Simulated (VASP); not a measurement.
CaZnI4:

```
Ca Zn I
1.0
     5.26899    0.00000    0.00000
     0.00000    5.26899    0.00000
     0.00000    0.00000    7.49200
Ca Zn I
1 1 4
Direct
  0.00000 0.00000 0.00000
  0.50000 0.50000 0.50000
  0.50000 0.00000 0.74087
  0.00000 0.50000 0.25913
  0.50000 0.00000 0.25913
  0.00000 0.50000 0.74087
```

```yaml
Program: VASP 6.6.1
Task: relaxation of cell and atoms
Functional: r2SCAN
Dispersion: rVV10
Potentials_or_basis: VASP PAW PBE potentials, release 64 (Ca_sv, Zn, I)
Cutoff: 550 eV
k_mesh: 4 × 4 × 4
Occupations: fermi-dirac, width 0.03 eV
Spin: no spin polarisation
```

At the start: pressure 1.1 GPa; volume 34.67 Å³/atom.

Problem. Where does the relaxation end?

Solution. Over 5 steps the energy falls by 3.8 meV/atom and the volume is 35.81 Å³/atom (+3.3 %); space group P4/mmm (No. 123, to 0.1 Å) before and after.

The path:
```csv
step,energy change (eV),largest force (eV/Å),pressure (GPa),volume (Å³)
1,0.0000,0.0230,1.07,207.99
2,-0.0226,0.0103,-0.01,215.05
3,-0.0226,0.0103,0.00,215.00
4,-0.0226,0.0105,0.02,214.86
5,-0.0226,0.0082,0.02,214.86
```

Final structure:
```xyz
6
Lattice="5.3260 0.0000 0.0000 0.0000 5.3260 0.0000 0.0000 0.0000 7.5743" Properties=species:S:1:pos:R:3 pbc="T T T"
Ca    5.3260    0.0000    0.0000
Zn    2.6630    2.6630    3.7872
I     2.6630    5.3260    5.6132
I     0.0000    2.6630    1.9611
I     2.6630    0.0000    1.9611
I     0.0000    2.6630    5.6132
```

Caveat: the PAW data sets were made with another functional, which shifts forces and pressure a little.
